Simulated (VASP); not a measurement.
Set up this calculation in VASP 6.6.1, as the native input.

```yaml
Task: single point
Functional: PBEsol
Potentials_or_basis: VASP PAW PBE potentials, release 64 (Ge_d)
Cutoff: 520 eV
k_mesh: 4 × 4 × 2
Occupations: gaussian, width 0.1 eV
Spin: no spin polarisation
Dipole_correction: no
Further_INCAR_settings: ALGO = Normal; EDIFF = 1e-06; NBANDS = 36
```

The structure of Ge lies in POSCAR:

```
Ge
1.0
    3.9975860000      0.0000000000      0.0000000000
   -1.9987930000      3.4620110000      0.0000000000
    0.0000000000      0.0000000000      6.5993780000
Ge
4
Direct
    0.6666666667      0.3333333333      0.0629010000
    0.3333333333      0.6666666667      0.5629010000
    0.6666666667      0.3333333333      0.4370990000
    0.3333333333      0.6666666667      0.9370990000
```

These files were run (other wordings do the same):

INCAR

```
SYSTEM = Ge
  PREC = Accurate
  ENCUT = 520
  EDIFF = 1E-6
  ISMEAR = 0
  SIGMA = 0.1
  LREAL = .False.
  LASPH = .True.
  NELM = 100
  ALGO = Normal
  ISIF = 2
  LWAVE = .False.
  LCHARG = .True.
  GGA = PS
  LELF = .True.
  LVHAR = .True.
  NBANDS = 36
```

KPOINTS

```
Automatic mesh
0
Gamma
  4 4 2
  0 0 0
```

Potentials or basis: VASP PAW PBE potentials, release 64 (Ge_d).

Run with:

```bash
$ cat potpaw_PBE.64/Ge_d/POTCAR > POTCAR
$ mpirun -np 1 vasp_std > vasp.out
```

It gave:

```json
{"Pressure": "0.8 GPa", "Largest force": "0.051 eV/Å", "Band gap on the k mesh": "0.15 eV, direct"}
```

Caveat: the k points lie up to 0.48 Å⁻¹ apart; the PAW data sets were made with another functional, which shifts forces and pressure a little.

It took 49 s on 1 thread of AMD EPYC 7R13, on a shared host, peak memory 0.17 GiB.
